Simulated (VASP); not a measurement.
## Re: single point with r2SCAN

The system is Re.

```
Re
1.0
     2.78534    0.00000    0.00000
    -1.39267    2.41217    0.00000
     0.00000    0.00000    4.50644
Re
2
Direct
  0.33333 0.66667 0.25000
  0.66667 0.33333 0.75000
```

This cell differs from its parent crystal: volume scaled by 1.03, then relaxed in part.

```json
{
  "Program": "VASP 6.6.1",
  "Task": "single point",
  "Functional": "r2SCAN",
  "Potentials or basis": "VASP PAW PBE potentials, release 64 (Re)",
  "Cutoff": "520 eV",
  "k mesh": "18 × 18 × 10",
  "Occupations": "gaussian, width 0.1 eV",
  "Spin": "no spin polarisation",
  "Dipole correction": "no",
  "Further INCAR settings": "ALGO = Normal; EDIFF = 1e-07; NBANDS = 14"
}
```

* Pressure: -10.9 GPa
* Band gap on the k mesh: zero (band 7 reaches 8.70 eV, above the bottom of band 8 at 5.67 eV)

Stress tensor (GPa, compression positive):
```
-10.87   0.00   0.00
  0.00 -10.87   0.00
  0.00   0.00 -11.02
```

Levels at points of the mesh, in eV from the Fermi level:
| k point | band 5 | band 6 | band 7 | band 8 | band 9 | band 10 |
| --- | --- | --- | --- | --- | --- | --- |
| (0.00, 0.00, 0.00) | -1.53 | -0.71 | -0.71 | 0.25 | 0.25 | 0.48 |
| (0.50, 0.00, 0.00) | -1.84 | -1.40 | -0.62 | 3.97 | 4.35 | 4.49 |
| (0.00, 0.00, 0.50) | -1.66 | -1.66 | -1.66 | -1.66 | 2.57 | 2.57 |
| (0.50, 0.00, 0.50) | 0.45 | 0.45 | 0.86 | 0.86 | 4.27 | 4.27 |

It took 4.8 min on 1 thread of Intel(R) Xeon(R) Platinum 8488C (Sapphire Rapids), with other jobs on the host, peak memory 0.23 GiB.

Caveat: the PAW data sets were made with another functional, which shifts forces and pressure a little; spin-orbit coupling is left out, which moves the levels of the heavy elements.
